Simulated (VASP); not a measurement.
Here is a VASP 6.6.1 calculation.

INCAR

```
SYSTEM = CaO
  PREC = Accurate
  ENCUT = 600
  EDIFF = 1E-7
  ISMEAR = -1
  SIGMA = 0.05
  LREAL = .False.
  LASPH = .True.
  NELM = 100
  ALGO = Normal
  ISIF = 3
  LWAVE = .False.
  LCHARG = .False.
  GGA = PS
  IBRION = 2
  NSW = 80
  EDIFFG = -0.01
```

File KPOINTS:

```
Automatic mesh
0
Gamma
  10 10 10
  0 0 0
```

POSCAR

```
CaO
1.0
    0.0000000000      2.4035556960      2.4035556960
    2.4035556960      0.0000000000      2.4035556960
    2.4035556960      2.4035556960      0.0000000000
Ca O
1 1
Direct
    0.0000000000      0.0000000000      0.0000000000
    0.5000000000      0.5000000000      0.5000000000
```

Potentials or basis: VASP PAW PBE potentials, release 64 (Ca_sv, O).

Launch:

```bash
$ cat potpaw_PBE.64/Ca_sv/POTCAR potpaw_PBE.64/O/POTCAR > POTCAR
$ mpirun -np 1 vasp_std > vasp.out
```

What does it give for the space group after relaxing (to 0.05 Å)?

Fm-3m (No. 225).

Estimate the relaxed volume.

13.61 Å³/atom.

Final structure:
```
CELL_PARAMETERS angstrom
0.00000 2.38736 2.38736
2.38736 0.00000 2.38736
2.38736 2.38736 0.00000
ATOMIC_POSITIONS crystal
Ca 0.00000 0.00000 0.00000
O 0.50000 0.50000 0.50000
```

Caveat: the PAW data sets were made with another functional, which shifts forces and pressure a little.
